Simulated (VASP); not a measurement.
**Zn: relaxation of cell and atoms with PBEsol**

Crystal: Zn.

```
Zn
1.0
     2.67000    0.00000    0.00000
    -1.33500    2.31229    0.00000
     0.00000    0.00000    4.96600
Zn
2
Direct
  0.66667 0.33333 0.75000
  0.33333 0.66667 0.25000
```

```yaml
Program: VASP 6.6.1
Task: relaxation of cell and atoms
Functional: PBEsol
Potentials_or_basis: VASP PAW PBE potentials, release 64 (Zn)
Cutoff: 600 eV
k_mesh: 11 × 11 × 6
Occupations: fermi-dirac, width 0.05 eV
Spin: no spin polarisation
Target_pressure: 30 GPa
Dipole_correction: no
Further_INCAR_settings: ALGO = Normal; EDIFF = 1e-06; IBRION = 2; EDIFFG = -0.02; NSW = 80; ISIF = 3
```

* Relaxed volume: 11.51 Å³/atom
* Relaxed cell: a = 2.517 Å, b = 2.517 Å, c = 4.196 Å, α = 90.00°, β = 90.00°, γ = 120.00°
* Space group after relaxing (to 0.05 Å): P6_3/mmc (No. 194)
* Energy change on relaxing (the enthalpy is what falls): +160.6 meV/atom
* Ionic steps: 12
* Pressure after relaxing: 30.1 GPa
* Band gap on the k mesh: zero (band 12 reaches 6.80 eV, above the bottom of band 13 at 4.03 eV)

Stress tensor (GPa, compression positive):
```
30.13  0.00  0.00
 0.00 30.13  0.00
 0.00  0.00 29.90
```

Step by step:
```csv
step,energy change (eV),largest force (eV/Å),pressure (GPa),volume (Å³)
1,0.0000,0.0000,-5.34,30.66
2,2.8031,0.0000,135.56,17.97
3,0.2972,0.0000,26.75,23.78
4,0.3406,0.0000,29.14,23.53
5,0.3648,0.0000,30.47,23.40
6,0.3483,0.0000,30.43,23.09
7,0.6589,0.0000,43.85,21.92
8,0.4120,0.0000,34.66,22.59
9,0.3679,0.0000,32.46,22.78
10,0.3730,0.0000,32.66,22.75
11,0.2510,0.0000,26.32,23.42
12,0.3211,0.0000,30.05,23.02
```

Final structure:
```
Zn
1.0
     2.51657    0.00000    0.00000
    -1.25829    2.17942    0.00000
     0.00000    0.00000    4.19626
Zn
2
Direct
  0.66667 0.33333 0.75000
  0.33333 0.66667 0.25000
```

Levels at points of the mesh, in eV from the Fermi level:
```
           k point  band 10  band 11  band 12  band 13  band 14  band 15
(0.00, 0.00, 0.00)    -8.04    -8.04    -4.94    -1.68    18.34    18.34
(0.00, 0.00, 0.50)    -8.22    -8.22    -8.22     7.77     7.77    20.06
```

It took 6 min on 1 thread of AMD EPYC 7R43 64-Core Processor (Zen 3), with other jobs on the host, peak memory 0.15 GiB.

Caveat: the cell is relaxed towards a set pressure, so the enthalpy falls and the energy may rise; the volume moved by over 15 % at a fixed basis, so the end points are rough; the PAW data sets were made with another functional, which shifts forces and pressure a little.
